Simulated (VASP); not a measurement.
# PtS2 (P-3m1) in VASP: notebook

Runs on PtS2. Level: LDA. Tasks: single point.

Everything below comes from runs of VASP 6.6.1. Logs are shortened: lines on timing, memory, paths and dates and some standing lists are left out, and cuts for length are marked.

## 1. The cell of the first run

The structure is trigonal, space group P-3m1 (No. 164). The conventional cell has a = 3.592 Å, b = 3.592 Å, c = 4.904 Å, α = 90.00°, β = 90.00°, γ = 120.00°. Pt (site symmetry -3m) has 6 S at 2.41 Å within 3.2 Å. Within 3.2 Å of S (site symmetry 3m) lie 3 Pt at 2.41 Å.

## 2. Single point, LDA

INCAR reads:

```
  ALGO = Normal
  EDIFF = 1E-7
  ENCUT = 520
  ISIF = 2
  ISMEAR = 0
  LASPH = True
  LCHARG = False
  LREAL = False
  LWAVE = False
  NBANDS = 18
  NELM = 80
  PREC = Accurate
  SIGMA = 0.05
```

KPOINTS reads:

```
k-points
0
Gamma
  12 12 8
```

POSCAR reads:

```
PtS2
1.0
    3.5917424871      0.0000000000      0.0000000000
   -1.7958712435      3.1105402376      0.0000000000
    0.0000000000      0.0000000000      4.9035199064
Pt S
1 2
Direct
    0.0000000000      0.0000000000      0.0000000000
    0.3333333333      0.6666666667      0.2500000000
    0.6666666667      0.3333333333      0.7500000000
```

Potentials or basis: VASP PAW LDA potentials, release 64 (Pt, S).

The run is started by

```bash
$ cat potpaw_LDA.64/Pt/POTCAR potpaw_LDA.64/S/POTCAR > POTCAR
$ mpirun -np 1 vasp_std > vasp.out
```

OUTCAR:

```text
EDIFF = 1E-7
   ENCUT = 520
   ISIF = 2
   ISMEAR = 0
   LASPH = True
   LREAL = False
   NELM = 80
   PREC = Accurate

 ion  position               nearest neighbor table
   1  0.000  0.000  0.000-   2 2.41   3 2.41   2 2.41   3 2.41   3 2.41   2 2.41
   2  0.333  0.667  0.250-   1 2.41   1 2.41   1 2.41
   3  0.667  0.333  0.750-   1 2.41   1 2.41   1 2.41

  LATTYP: Found a hexagonal cell.
 ALAT       =     3.5917424871
 C/A-ratio  =     1.3652203419

  Lattice vectors:

 A1 = (   3.5917424871,   0.0000000000,   0.0000000000)
 A2 = (  -1.7958712435,   3.1105402376,   0.0000000000)
 A3 = (   0.0000000000,   0.0000000000,   4.9035199064)

Analysis of symmetry for initial positions (statically):
=====================================================================
 Subroutine PRICEL returns:
 Original cell was already a primitive cell.

 Routine SETGRP: Setting up the symmetry group for a
 hexagonal supercell.

 Subroutine GETGRP returns: Found 12 space group operations
 (whereof 12 operations were pure point group operations)
 out of a pool of 24 trial point group operations.

The static configuration has the point symmetry D_3d.

Analysis of symmetry for dynamics (positions and initial velocities):
=====================================================================
 Subroutine PRICEL returns:
 Original cell was already a primitive cell.

 Routine SETGRP: Setting up the symmetry group for a
 hexagonal supercell.

 Subroutine GETGRP returns: Found 12 space group operations
 (whereof 12 operations were pure point group operations)
 out of a pool of 24 trial point group operations.

The dynamic configuration has the point symmetry D_3d.

 Subroutine INISYM returns: Found 12 space group operations
 (whereof 12 operations are pure point group operations),
 and found     1 'primitive' translations

----------------------------------------------------------------------------------------

                                     Primitive cell

  volume of cell :      54.7834

  direct lattice vectors                    reciprocal lattice vectors
     3.591742487  0.000000000  0.000000000     0.278416396  0.160743781  0.000000000
    -1.795871243  3.110540238  0.000000000     0.000000000  0.321487563  0.000000000
     0.000000000  0.000000000  4.903519906     0.000000000  0.000000000  0.203935136

  length of vectors
     3.591742487  3.591742487  4.903519906     0.321487563  0.321487563  0.203935136

  position of ions in fractional coordinates (direct lattice)
     0.000000000  0.000000000  0.000000000
[... 81 lines left out ...]
   LREAL  =      F    real-space projection
   EDIFFG = 0.1E-05   stopping-criterion for IOM
   NSW    =      0    number of steps for IOM
   IBRION =     -1    ionic relax: 0-MD 1-quasi-New 2-CG
   NFREE  =      0    steps in history (QN), initial steepest desc. (CG)
   ISIF   =      2    stress and relaxation
   ISYM   =      2    0-nonsym 1-usesym 2-fastsym
   POTIM  = 0.5000    time-step for ionic-motion
   TEBEG  =    0.0;   TEEND  =   0.0 temperature during run
   PSTRESS=    0.0 pullay stress
   NELECT =      22.0000    total number of electrons
   NUPDOWN=      -1.0000    fix difference up-down
   EMIN   =  10.00;   EMAX   =-10.00  energy-range for DOS
   EFERMI =   0.00;   METHOD = LEGACY
   ISMEAR =     0;   SIGMA  =   0.05  broadening in eV -4-tet -1-fermi 0-gaus
   EFERMI_NEDOS =   21; number of points for ismear=-14 and -15
   IALGO  =     38    algorithm
   IMIX   =      4    mixing-type and parameters
     AMIX     =   0.40;   BMIX     =  1.00
     AMIX_MAG =   1.60;   BMIX_MAG =  1.00
  volume/ion in A,a.u.               =      18.26       123.23
  Fermi-wavevector in a.u.,A,eV,Ry     =   1.207812  2.282434 19.848319  1.458810
  Thomas-Fermi vector in A             =   2.343439
   LORBIT       =      0    0 simple, 1 ext, 2 COOP (PROOUT), +10 PAW based schemes
   GGA     = CA    functional components
   LHFCALC =     F    Hartree Fock is set to
   AEXX    =    0.0000 exact exchange contribution
   IVDW    =     0    specifies the selected vdW correction
   LEPSILON=     F    determine dielectric tensor
   LRPA    =     F    only Hartree local field effects (RPA)
 non-spin polarized calculation
 Gauss-broadening in eV      SIGMA  =   0.05
  energy-cutoff  :      520.00
  volume of cell :       54.78
 maximum number of plane-waves:      1506
 NGX is ok and might be reduce to    28
   NGX = 13   NGY = 13   NGZ = 19

 number of electron      21.9999994 magnetization

 Free energy of the ion-electron system (eV)
  ---------------------------------------------------
  ext. energy  EPLUGINS =         0.00000000
  ---------------------------------------------------
  free energy    TOTEN  =       -18.13814793 eV

  energy without entropy =      -18.13814789  energy(sigma->0) =      -18.13814791

 E-fermi :   6.9994     XC(G=0): -11.0174

 val. band max:        6.8654466484   @ k =   0.0000   0.0000   0.0000
 cond. band min:       7.1504844345   @ k =   0.0000   0.3333   0.2500
 fundamental gap:      0.2850377861
 Fermi energy:         6.9993556207

 k-point     1 :       0.0000    0.0000    0.0000
  band No.  band energies     occupation
      1      -8.4980      2.00000
      2      -5.4741      2.00000
      3      -0.2855      2.00000
      4       0.1759      2.00000
      5       0.1759      2.00000
      6       2.9173      2.00000
[... 481 lines left out ...]
      5       0.7262      2.00000
      6       2.2526      2.00000
[... 10 lines left out ...]
     17      15.7901      0.00000
     18      15.9094      0.00000

 [... further k-points ...]

------------------------ aborting loop because EDIFF is reached ----------------------------------------

  FORCE on cell =-STRESS in cart. coord.  units (eV):
  Direction    XX          YY          ZZ          XY          YZ          ZX
  --------------------------------------------------------------------------------------
  -------------------------------------------------------------------------------------
  Total       -2.4807471     -2.4807471     -2.1736369     -0.0000000      0.0000000     -0.0000000
  in kB      -72.5511182    -72.5511182    -63.5694737     -0.0000000      0.0000000     -0.0000000
  external PRESSURE =     -69.5572367 kB  Pullay stress =       0.0000000 kB

 VOLUME and BASIS-vectors are now :
 -----------------------------------------------------------------------------
  energy-cutoff  :      520.00
  volume of cell :       54.78
      direct lattice vectors                 reciprocal lattice vectors
     3.591742487  0.000000000  0.000000000     0.278416396  0.160743781  0.000000000
    -1.795871243  3.110540238  0.000000000     0.000000000  0.321487563  0.000000000
     0.000000000  0.000000000  4.903519906     0.000000000  0.000000000  0.203935136

 POSITION                                       TOTAL-FORCE (eV/Angst)
 -----------------------------------------------------------------------------------
      0.00000      0.00000      0.00000        -0.000000      0.000000      0.000000
     -0.00000      2.07369      1.22588        -0.000000     -0.000000     -0.572163
      1.79587      1.03685      3.67764         0.000000      0.000000      0.572163
 -----------------------------------------------------------------------------------
    total drift:                               -0.000000     -0.000000     -0.000000

  FREE ENERGIE OF THE ION-ELECTRON SYSTEM (eV)
  ---------------------------------------------------
  free  energy   TOTEN  =       -18.1381479319 eV

  energy  without entropy=      -18.1381478916  energy(sigma->0) =      -18.13814791
```

It took 2.6 min on 1 thread of AMD EPYC 7R43 (Zen 3), shared host; peak memory 0.2 GiB.

Results:

```
Free energy            : -18.1381 eV
Pressure               : -7.0 GPa
Largest force          : 0.572 eV/Å
Band gap on the k mesh : 0.29 eV, indirect (least direct gap 0.61 eV)
```

Forces on the atoms (eV/Å):
```
Pt   0.000  0.000  0.000
S    0.000  0.000 -0.572
S    0.000  0.000  0.572
```

Caveat: spin-orbit coupling is left out, which moves the levels of the heavy elements. A k mesh can miss the band edges.

[end of part 1 of 3]
